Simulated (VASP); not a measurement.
Crystal: C.

```
CELL_PARAMETERS angstrom
-1.30303 1.30303 1.05748
1.30303 -1.30303 1.05748
1.30303 1.30303 -1.05748
ATOMIC_POSITIONS crystal
C 0.00000 0.00000 0.00000
```

This cell differs from its parent crystal: Si replaced by C, lengths x 0.811, strained.

Base run:

| Item | Value |
| --- | --- |
| Program | VASP 6.6.1 |
| Functional | PBE |
| Potentials or basis | VASP PAW PBE potentials, release 64 (C) |
| Cutoff | 520 eV |
| k mesh | 24 × 24 × 24 |
| Occupations | gaussian, width 0.1 eV |
| Spin | no spin polarisation |

Its results: band gap on the k mesh zero (band 2 reaches 15.18 eV, above the bottom of band 3 at 3.69 eV); pressure -9.3 GPa.

Task: The run is repeated on the same cell with these changes: k mesh from 24 × 24 × 24 to 10 × 10 × 10; further incar settings from ALGO = Normal; EDIFF = 1e-07; NBANDS = 8 to ALGO = Normal; EDIFF = 1e-06; NBANDS = 8. What comes out?

Result: Band gap on the k mesh zero (band 2 reaches 15.17 eV, above the bottom of band 3 at 3.88 eV); pressure -11.7 GPa.

Caveats: some runs use coarse meshes.
